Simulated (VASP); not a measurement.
# NbSb (P4/nmm) in VASP: a series of runs

The runs below take NbSb through single point, with PBE.

All numbers are computed with VASP 6.6.1; they aren't measurements. Logs are shortened: lines on timing, memory, paths and dates and some standing lists are left out, and cuts for length are marked.

## (1) The cell of the first run

It takes space group P4/nmm (No. 129, tetragonal). Conventional cell: a = 3.591 Å, b = 3.591 Å, c = 6.512 Å, α = 90.00°, β = 90.00°, γ = 90.00°. Nb (site symmetry 4mm) has 6 Sb at 2.85 to 3.52 Å and 8 Nb at 3.05 to 3.59 Å within 3.8 Å. Sb (site symmetry 4mm) has 6 Nb at 2.85 to 3.52 Å and 8 Sb at 3.38 to 3.59 Å within 3.8 Å.

The cell was generated, and may not be a known phase.

## (2) Single point, PBE

INCAR reads:

```
SYSTEM = NbSb
ALGO     = Normal         ! electronic algorithm
EDIFF    = 1E-6           ! SCF threshold, eV
ENCUT    = 520            ! plane-wave cutoff, eV
GGA      = PE             ! functional
ISIF     = 2              ! what is computed and relaxed
ISMEAR   = 0              ! smearing method
LASPH    = .TRUE.         ! aspherical terms in the spheres
LCHARG   = .FALSE.        ! write CHGCAR
LREAL    = .FALSE.        ! projectors in reciprocal space
LWAVE    = .FALSE.        ! write WAVECAR
NBANDS   = 26             ! bands
NELM     = 100            ! most SCF steps
PREC     = Accurate       ! precision mode
SIGMA    = 0.1            ! smearing width, eV
```

KPOINTS reads:

```
k-points
0
G
  6 6 4
  0 0 0
```

POSCAR reads:

```
NbSb
1.0
    3.5910358000      0.0000000000      0.0000000000
    0.0000000000      3.5910358000      0.0000000000
    0.0000000000      0.0000000000      6.5124536000
Nb Sb
2 2
Direct
    0.5000000000      0.0000000000      0.8698770000
    0.0000000000      0.5000000000      0.1301230000
    0.5000000000      0.0000000000      0.3293070000
    0.0000000000      0.5000000000      0.6706930000
```

Potentials or basis: VASP PAW PBE potentials, release 64 (Nb_sv, Sb).

Started as:

```sh
> cat potpaw_PBE.64/Nb_sv/POTCAR potpaw_PBE.64/Sb/POTCAR > POTCAR
> mpirun -np 1 vasp_std > vasp.out
```

OUTCAR:

```text
SYSTEM = NbSb
   EDIFF = 1E-6
   ENCUT = 520
   GGA = PE
   ISIF = 2
   ISMEAR = 0
   LASPH = .TRUE.
   LREAL = .FALSE.
   NELM = 100
   PREC = Accurate

 ion  position               nearest neighbor table
   1  0.500  0.000  0.870-   4 2.85   4 2.85   4 2.85   4 2.85   3 2.99
   2  0.000  0.500  0.130-   3 2.85   3 2.85   3 2.85   3 2.85   4 2.99
   3  0.500  0.000  0.329-   2 2.85   2 2.85   2 2.85   2 2.85   1 2.99   4 3.38   4 3.38   4 3.38
                             4 3.38
   4  0.000  0.500  0.671-   1 2.85   1 2.85   1 2.85   1 2.85   2 2.99   3 3.38   3 3.38   3 3.38
                             3 3.38

  LATTYP: Found a simple tetragonal cell.
 ALAT       =     3.5910358000
 C/A-ratio  =     1.8135306810

  Lattice vectors:

 A1 = (   3.5910358000,   0.0000000000,   0.0000000000)
 A2 = (   0.0000000000,   3.5910358000,   0.0000000000)
 A3 = (   0.0000000000,   0.0000000000,   6.5124536000)

Analysis of symmetry for initial positions (statically):
=====================================================================
 Subroutine PRICEL returns:
 Original cell was already a primitive cell.

 Routine SETGRP: Setting up the symmetry group for a
 simple tetragonal supercell.

 Subroutine GETGRP returns: Found 16 space group operations
 (whereof  8 operations were pure point group operations)
 out of a pool of 16 trial point group operations.

The static configuration has the point symmetry D_2d.
 The point group associated with its full space group is D_4h.

Analysis of symmetry for dynamics (positions and initial velocities):
=====================================================================
 Subroutine PRICEL returns:
 Original cell was already a primitive cell.

 Routine SETGRP: Setting up the symmetry group for a
 simple tetragonal supercell.

 Subroutine GETGRP returns: Found 16 space group operations
 (whereof  8 operations were pure point group operations)
 out of a pool of 16 trial point group operations.

The dynamic configuration has the point symmetry D_2d.
 The point group associated with its full space group is D_4h.

 Subroutine INISYM returns: Found 16 space group operations
 (whereof  8 operations are pure point group operations),
 and found     1 'primitive' translations

----------------------------------------------------------------------------------------

                                     Primitive cell

  volume of cell :      83.9816

  direct lattice vectors                    reciprocal lattice vectors
     3.591035800  0.000000000  0.000000000     0.278471187  0.000000000  0.000000000
     0.000000000  3.591035800  0.000000000     0.000000000  0.278471187  0.000000000
     0.000000000  0.000000000  6.512453600     0.000000000  0.000000000  0.153551958

  length of vectors
     3.591035800  3.591035800  6.512453600     0.278471187  0.278471187  0.153551958

  position of ions in fractional coordinates (direct lattice)
     0.500000000  0.000000000  0.869877000
     0.000000000  0.500000000  0.130123000
     0.500000000  0.000000000  0.329307000
     0.000000000  0.500000000  0.670693000

  ion indices of the primitive-cell ions
   primitive index   ion index
                 1           1
                 2           2
                 3           3
                 4           4

----------------------------------------------------------------------------------------

 KPOINTS: k-points

Automatic generation of k-mesh.
 Grid dimensions read from file:
 generate k-points for:    6    6    4

 Generating k-lattice:

  Cartesian coordinates                     Fractional coordinates (reciprocal lattice)
     0.046411864  0.000000000  0.000000000     0.166666667  0.000000000  0.000000000
     0.000000000  0.046411864  0.000000000     0.000000000  0.166666667  0.000000000
     0.000000000  0.000000000  0.038387989     0.000000000  0.000000000  0.250000000

  Length of vectors
     0.046411864  0.046411864  0.038387989

  Shift w.r.t. Gamma in fractional coordinates (k-lattice)
     0.000000000  0.000000000  0.000000000

 Subroutine IBZKPT returns following result:
 ===========================================

 Found     30 irreducible k-points:

 Following reciprocal coordinates:
            Coordinates               Weight
  0.000000  0.000000  0.000000      1.000000
  0.166667  0.000000  0.000000      4.000000
  0.333333  0.000000  0.000000      4.000000
  0.500000  0.000000  0.000000      2.000000
  0.166667  0.166667  0.000000      4.000000
  0.333333  0.166667  0.000000      8.000000
[... 16 lines left out ...]
  0.333333  0.000000  0.500000      4.000000
  0.500000  0.000000  0.500000      2.000000
 [... further k-points ...]
   k-points           NKPTS =     30   k-points in BZ     NKDIM =     30   number of bands    NBANDS=     26
   number of dos      NEDOS =    301   number of ions     NIONS =      4
   total plane-waves  NPLWV =  37632
   dimension x,y,z NGX =    28 NGY =   28 NGZ =   48
   dimension x,y,z NGXF=    56 NGYF=   56 NGZF=   96
   ions per type =               2   2
   NGX,Y,Z   is equivalent  to a cutoff of  12.96, 12.96, 12.25 a.u.
   NGXF,Y,Z  is equivalent  to a cutoff of  25.93, 25.93, 24.51 a.u.
 SYSTEM =  NbSb
   PREC   = accura    normal or accurate (medium, high low for compatibility)
   ISTART =      0    job   : 0-new  1-cont  2-samecut
   ICHARG =      2    charge: 1-file 2-atom 10-const
   ISPIN  =      1    spin polarized calculation?
   LNONCOLLINEAR =      F non collinear calculations
   LSORBIT =      F    spin-orbit coupling
   LASPH  =      T    aspherical Exc in radial PAW
   ENCUT  =  520.0 eV  38.22 Ry    6.18 a.u.   6.68  6.68 12.11*2*pi/ulx,y,z
   NELM   =    100;   NELMIN=  2; NELMDL= -5     # of ELM steps
   EDIFF  = 0.1E-05   stopping-criterion for ELM
   LREAL  =      F    real-space projection
   EDIFFG = 0.1E-04   stopping-criterion for IOM
   NSW    =      0    number of steps for IOM
   IBRION =     -1    ionic relax: 0-MD 1-quasi-New 2-CG
   NFREE  =      0    steps in history (QN), initial steepest desc. (CG)
   ISIF   =      2    stress and relaxation
   ISYM   =      2    0-nonsym 1-usesym 2-fastsym
   POTIM  = 0.5000    time-step for ionic-motion
   TEBEG  =    0.0;   TEEND  =   0.0 temperature during run
   PSTRESS=    0.0 pullay stress
   NELECT =      36.0000    total number of electrons
   NUPDOWN=      -1.0000    fix difference up-down
   EMIN   =  10.00;   EMAX   =-10.00  energy-range for DOS
   EFERMI =   0.00;   METHOD = LEGACY
   ISMEAR =     0;   SIGMA  =   0.10  broadening in eV -4-tet -1-fermi 0-gaus
   EFERMI_NEDOS =   21; number of points for ismear=-14 and -15
   IALGO  =     38    algorithm
   IMIX   =      4    mixing-type and parameters
     AMIX     =   0.40;   BMIX     =  1.00
     AMIX_MAG =   1.60;   BMIX_MAG =  1.00
  volume/ion in A,a.u.               =      21.00       141.68
  Fermi-wavevector in a.u.,A,eV,Ry     =   1.234376  2.332633 20.730996  1.523685
  Thomas-Fermi vector in A             =   2.369069
   LORBIT       =      0    0 simple, 1 ext, 2 COOP (PROOUT), +10 PAW based schemes
   GGA     = PE    functional components
   LHFCALC =     F    Hartree Fock is set to
   AEXX    =    0.0000 exact exchange contribution
   IVDW    =     0    specifies the selected vdW correction
   LEPSILON=     F    determine dielectric tensor
   LRPA    =     F    only Hartree local field effects (RPA)
 non-spin polarized calculation
 Gauss-broadening in eV      SIGMA  =   0.10
  energy-cutoff  :      520.00
  volume of cell :       83.98
 maximum number of plane-waves:      2280
 NGX is ok and might be reduce to    28
   NGX = 13   NGY = 13   NGZ = 25

 number of electron      35.9999999 magnetization

 Free energy of the ion-electron system (eV)
  ---------------------------------------------------
  ext. energy  EPLUGINS =         0.00000000
  ---------------------------------------------------
  free energy    TOTEN  =       -29.54066420 eV

  energy without entropy =      -29.53040059  energy(sigma->0) =      -29.53553240

 E-fermi :  10.6527     XC(G=0): -11.4932

 val. band max:       10.6306455350   @ k =   0.0000   0.0000   0.5000
 cond. band min:      10.6555907667   @ k =   0.1667   0.0000   0.5000
 fundamental gap:      0.0249452317
 Fermi energy:        10.6527229349

 k-point     1 :       0.0000    0.0000    0.0000
  band No.  band energies     occupation
      1     -44.4417      2.00000
      2     -44.3456      2.00000
      3     -20.5809      2.00000
      4     -20.5661      2.00000
      5     -20.5661      2.00000
      6     -20.3629      2.00000
[... 18 lines left out ...]
     25      14.0047      0.00000
     26      15.9601      0.00000

 k-point     2 :       0.1667    0.0000    0.0000
  band No.  band energies     occupation
      1     -44.4337      2.00000
      2     -44.3504      2.00000
      3     -20.6157      2.00000
      4     -20.5948      2.00000
      5     -20.5451      2.00000
      6     -20.3353      2.00000
[... 18 lines left out ...]
     25      14.6491      0.00000
     26      15.3384      0.00000

 k-point     3 :       0.3333    0.0000    0.0000
  band No.  band energies     occupation
      1     -44.4128      2.00000
      2     -44.3647      2.00000
      3     -20.6833      2.00000
      4     -20.6444      2.00000
      5     -20.4895      2.00000
      6     -20.3530      2.00000
[... 18 lines left out ...]
     25      15.1830      0.00000
     26      15.3150      0.00000

 k-point     4 :       0.5000    0.0000    0.0000
  band No.  band energies     occupation
      1     -44.3871      2.00000
      2     -44.3871      2.00000
      3     -20.6936      2.00000
      4     -20.6936      2.00000
      5     -20.4184      2.00000
      6     -20.4184      2.00000
[... 18 lines left out ...]
     25      15.5531      0.00000
     26      15.5531      0.00000
[... 496 lines left out ...]
      1     -44.4336      2.00000
      2     -44.3504      2.00000
      3     -20.6162      2.00000
      4     -20.5932      2.00000
      5     -20.5449      2.00000
      6     -20.3367      2.00000
[... 18 lines left out ...]
     25      14.5852      0.00000
     26      14.9699      0.00000

 k-point    23 :       0.3333    0.0000    0.5000
  band No.  band energies     occupation
      1     -44.4128      2.00000
      2     -44.3647      2.00000
      3     -20.6843      2.00000
      4     -20.6446      2.00000
      5     -20.4894      2.00000
      6     -20.3531      2.00000
[... 18 lines left out ...]
     25      14.0266      0.00000
     26      15.6853      0.00000

 k-point    24 :       0.5000    0.0000    0.5000
  band No.  band energies     occupation
      1     -44.3871      2.00000
      2     -44.3871      2.00000
      3     -20.6946      2.00000
      4     -20.6946      2.00000
      5     -20.4184      2.00000
      6     -20.4184      2.00000
[... 18 lines left out ...]
     25      14.8822      0.00000
     26      14.8822      0.00000

 [... further k-points ...]

------------------------ aborting loop because EDIFF is reached ----------------------------------------

  FORCE on cell =-STRESS in cart. coord.  units (eV):
  Direction    XX          YY          ZZ          XY          YZ          ZX
  --------------------------------------------------------------------------------------
  -------------------------------------------------------------------------------------
  Total       -0.0925580     -0.0925580     -0.0751578      0.0000000      0.0000000      0.0000000
  in kB       -1.7657964     -1.7657964     -1.4338393      0.0000000      0.0000000      0.0000000
  external PRESSURE =      -1.6551441 kB  Pullay stress =       0.0000000 kB

 VOLUME and BASIS-vectors are now :
 -----------------------------------------------------------------------------
  energy-cutoff  :      520.00
  volume of cell :       83.98
      direct lattice vectors                 reciprocal lattice vectors
     3.591035800  0.000000000  0.000000000     0.278471187  0.000000000  0.000000000
     0.000000000  3.591035800  0.000000000     0.000000000  0.278471187  0.000000000
     0.000000000  0.000000000  6.512453600     0.000000000  0.000000000  0.153551958

 POSITION                                       TOTAL-FORCE (eV/Angst)
 -----------------------------------------------------------------------------------
      1.79552      0.00000      5.66503         0.000000      0.000000     -0.027624
      0.00000      1.79552      0.84742        -0.000000      0.000000      0.027624
      1.79552      0.00000      2.14460         0.000000      0.000000     -0.059031
      0.00000      1.79552      4.36786         0.000000     -0.000000      0.059031
 -----------------------------------------------------------------------------------
    total drift:                                0.000000      0.000000      0.000000

  FREE ENERGIE OF THE ION-ELECTRON SYSTEM (eV)
  ---------------------------------------------------
  free  energy   TOTEN  =       -29.5406642048 eV

  energy  without entropy=      -29.5304005881  energy(sigma->0) =      -29.53553240
```

It took 1.7 min on 1 thread of Intel Xeon 8259CL, shared host; peak memory 0.22 GiB.

Results:

```
Free energy            : -29.5407 eV
Pressure               : -0.2 GPa
Largest force          : 0.059 eV/Å
Band gap on the k mesh : zero (bands 18 and 19 overlap by 0.03 eV)
```

Forces on the atoms (eV/Å):
```
Nb   0.000  0.000 -0.028
Nb   0.000  0.000  0.028
Sb   0.000  0.000 -0.059
Sb   0.000  0.000  0.059
```

Caveat: spin-orbit coupling is left out, which moves the levels of the heavy elements.

[end of part 1 of 2]

The gap in the log of VASP goes by the Fermi energy; the results here count the filled bands.